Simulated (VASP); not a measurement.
Write the native input for VASP 6.6.1 that does the following.

* Task: single point
* Functional: LDA
* Potentials or basis: VASP PAW LDA potentials, release 64 (Ga_d)
* Cutoff: 520 eV
* k mesh: 11 × 11 × 10
* Occupations: fermi-dirac, width 0.1 eV
* Spin: no spin polarisation
* Dipole correction: no
* Further INCAR settings: ALGO = Normal; EDIFF = 1e-06; NBANDS = 34

The structure of Ga lies in POSCAR:

```
Ga
1.0
    2.2470769393     -3.7911551056      0.0000000000
    2.2470769393      3.7911551056      0.0000000000
    0.0000000000      0.0000000000      4.4831926866
Ga
4
Direct
    0.8443628362      0.1556371638      0.0859373136
    0.6556371638      0.3443628362      0.5859373136
    0.1556371638      0.8443628362      0.9140626864
    0.3443628362      0.6556371638      0.4140626864
```

One way to write it, as run:

INCAR

```
PREC = Accurate
ENCUT = 520
EDIFF = 1E-6
ISMEAR = -1
SIGMA = 0.1
LREAL = False
LASPH = True
NELM = 60
ALGO = Normal
ISIF = 2
LWAVE = False
LCHARG = False
GGA = CA
NBANDS = 34
```

KPOINTS

```
regular mesh
0
Gamma
  11 11 10
```

Potentials or basis: VASP PAW LDA potentials, release 64 (Ga_d).

The run is started by

```bash
$ cat potpaw_LDA.64/Ga_d/POTCAR > POTCAR
$ mpirun -np 1 vasp_std > vasp.out
```

It gave:

- Pressure: -2.2 GPa
- Largest force: 0.052 eV/Å
- Band gap on the k mesh: zero (bands 26 and 27 overlap by 1.39 eV)

Wall time 5.9 min on 1 thread of Intel(R) Xeon(R) Platinum 8488C (Sapphire Rapids), with other jobs on the host, peak memory 0.46 GiB.
